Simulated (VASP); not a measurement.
Wanted: the native input for a VASP 6.6.1 run.

```
Task                   : single point
Functional             : BLYP
Potentials or basis    : VASP PAW PBE potentials, release 64 (Na_pv)
Cutoff                 : 520 eV
k mesh                 : 8 × 8 × 8
Occupations            : fermi-dirac, width 0.1 eV
Spin                   : no spin polarisation
Dipole correction      : no
Further INCAR settings : ALGO = Normal; EDIFF = 1e-06; NBANDS = 14
```

The structure of Na lies in POSCAR:

```
Na
1.0
    0.0000000000      3.8514966396      3.8514966396
    3.8514966396      0.0000000000      3.8514966396
    3.8514966396      3.8514966396      0.0000000000
Na
2
Direct
    0.1250000000      0.1250000000      0.1250000000
    0.8750000000      0.8750000000      0.8750000000
```

This cell differs from its parent crystal: volume scaled by 0.92.

The input as run:

INCAR

```
SYSTEM = Na
AGGAC = 1.0 ; AGGAX = 1.0
ALDAC = 0.0 ; ALDAX = 1.0
ALGO = Normal ; EDIFF = 1E-6
ENCUT = 520 ; GGA = B5
ISIF = 2 ; ISMEAR = -1
LASPH = .TRUE. ; LCHARG = .FALSE.
LREAL = .FALSE. ; LWAVE = .FALSE.
NBANDS = 14 ; NELM = 60
PREC = Accurate ; SIGMA = 0.1
```

KPOINTS

```
k-points
0
G
  8 8 8
  0 0 0
```

Potentials or basis: VASP PAW PBE potentials, release 64 (Na_pv).

Launch:

```console
$ cat potpaw_PBE.64/Na_pv/POTCAR > POTCAR
$ mpirun -np 1 vasp_std > vasp.out
```

Results of the run:

```yaml
Pressure: 0.3 GPa
Band_gap_on_the_k_mesh: zero (band 7 reaches -0.06 eV, above the bottom of band 8 at -0.41 eV)
```

Caveat: the PAW data sets were made with another functional, which shifts forces and pressure a little.

Run time: 32 s on 1 thread of Intel(R) Xeon(R) Platinum 8488C (Sapphire Rapids), with other jobs on the host, peak memory 0.25 GiB.
